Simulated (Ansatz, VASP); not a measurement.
**Two plane-wave programs on AlN**

```
CELL_PARAMETERS angstrom
4.37714 0.00000 0.00000
0.00000 -4.37714 0.00000
0.00000 0.00000 -4.37714
ATOMIC_POSITIONS crystal
Al 0.93894 0.91364 0.93894
Al 0.50000 0.50000 0.00000
Al 0.50000 0.00000 0.50000
Al 0.00000 0.50000 0.50000
N 0.75000 0.75000 0.75000
N 0.25000 0.25000 0.75000
N 0.25000 0.75000 0.25000
N 0.75000 0.25000 0.25000
```

Alike in both runs: task single point; functional PBEsol; k mesh 6 × 6 × 6; occupations gaussian, width 0.05 eV; no spin polarisation.

```csv
,VASP,Ansatz
version,VASP 6.6.1,Ansatz 0.2.0
potentials or method,"VASP PAW PBE potentials, release 64 (Al, N), cutoff 520 eV","scalar-relativistic, plane waves, PAW"
valence electrons in the cell,32,32
```

```tsv
	VASP	Ansatz	Ansatz less VASP
gap on the k mesh at the Fermi level (eV)	1.82	1.82	+0.006
least direct gap on the mesh (eV)	1.91	1.92	+0.007
pressure (GPa)	19.4	19.3	-0.06
traceless stress, the component that is largest in VASP (GPa)	-23.56	-23.50	+0.062
rms of the force components (eV/Å)	8.431	8.425	-0.0058
```

VASP's potentials were made for PBE, not for PBEsol, and Ansatz warns of the same on its side. Atom by atom the forces differ by 0.009 eV/Å (rms over components). With one functional, cell and mesh, what is left measures potentials, basis and numerics.
